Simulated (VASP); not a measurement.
Co:

```
CELL_PARAMETERS angstrom
2.48736 0.00000 0.00000
-1.24368 2.15412 0.00000
0.00000 0.00000 4.06329
ATOMIC_POSITIONS crystal
Co 0.66667 0.33333 0.25986
Co 0.33333 0.66667 0.74014
```

- Program: VASP 6.6.1
- Task: relaxation of cell and atoms
- Functional: PBEsol
- Dispersion: D3(BJ)
- Potentials or basis: VASP PAW PBE potentials, release 64 (Co)
- Cutoff: 600 eV
- k mesh: 14 × 14 × 8
- Occupations: fermi-dirac, width 0.1 eV
- Spin: collinear spin, ferromagnetic start
- Starting moments: [1.8, 1.8] μB

At the start: pressure -16.0 GPa; volume 10.89 Å³/atom.

Problem. Where does the relaxation end?

Solution. Over 8 steps the energy falls by 56.7 meV/atom and the volume is 10.06 Å³/atom (-7.6 %); space group P-3m1 (No. 164, to 0.1 Å) before, P6_3/mmc (No. 194, to 0.1 Å); moment 3.04 μB per cell.

The path:
| step | energy change (eV) | largest force (eV/Å) | pressure (GPa) | volume (Å³) |
| --- | --- | --- | --- | --- |
| 1 | 0.0000 | 0.4611 | -16.01 | 21.77 |
| 2 | 0.0168 | 0.4875 | 26.44 | 18.52 |
| 3 | -0.0972 | 0.5411 | 0.85 | 20.11 |
| 4 | -0.0973 | 0.5413 | 1.21 | 20.08 |
| 5 | -0.1128 | 0.0654 | 1.05 | 20.04 |
| 6 | -0.1130 | 0.0004 | 1.12 | 20.04 |
| 7 | -0.1129 | 0.0026 | -1.31 | 20.23 |
| 8 | -0.1133 | 0.0008 | 0.04 | 20.12 |

Final structure:
```
Co
1.0
     2.43079    0.00000    0.00000
    -1.21539    2.10512    0.00000
     0.00000    0.00000    3.93217
Co
2
Direct
  0.66667 0.33333 0.25001
  0.33333 0.66667 0.74999
```

Caveat: the PAW data sets were made with another functional, which shifts forces and pressure a little.
